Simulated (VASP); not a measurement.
Runs of VASP 6.6.1 on HfN. The structure is that of space group Fm-3m (No. 225), or close to it. The cells are those of the table. 

| task | cell | cutoff (eV) | smearing | gap on the mesh (eV) | pressure (GPa) | relaxed volume (Å³/atom) |
| --- | --- | --- | --- | --- | --- | --- |
| relaxation of cell and atoms | relaxed from a = 3.190 Å, angles 60.0°, 2 atoms | 600 | gaussian 0.1 eV | none | 0.0 | 11.48 |
| single point | a = 3.200 Å, angles 60.0°, 2 atoms | 520 | gaussian 0.1 eV | none | -2.8 | - |
| single point | a = 3.201 Å, angles 60.0°, 2 atoms | 520 | fermi-dirac 0.15 eV | none | (a) | - |
| relaxation of cell and atoms | relaxed from a = 3.200 Å, angles 60.0°, 2 atoms | 600 | fermi-dirac 0.15 eV | none | 0.0 | 11.48 |

Alike in all rows: level r2SCAN; potentials or basis VASP PAW PBE potentials, release 64 (Hf_pv, N); no spin polarisation; k mesh 16 × 16 × 16.

**Question.** Fill in the values left out.

**Answer.** (a) -2.7.

Caveats: the PAW data sets were made with another functional, which shifts forces and pressure a little; spin-orbit coupling is left out, which moves the levels of the heavy elements.

A k mesh can miss the band edges, and the runs leave out spin-orbit coupling on Hf.

A gap of «none» marks levels without a gap at the run's occupations.
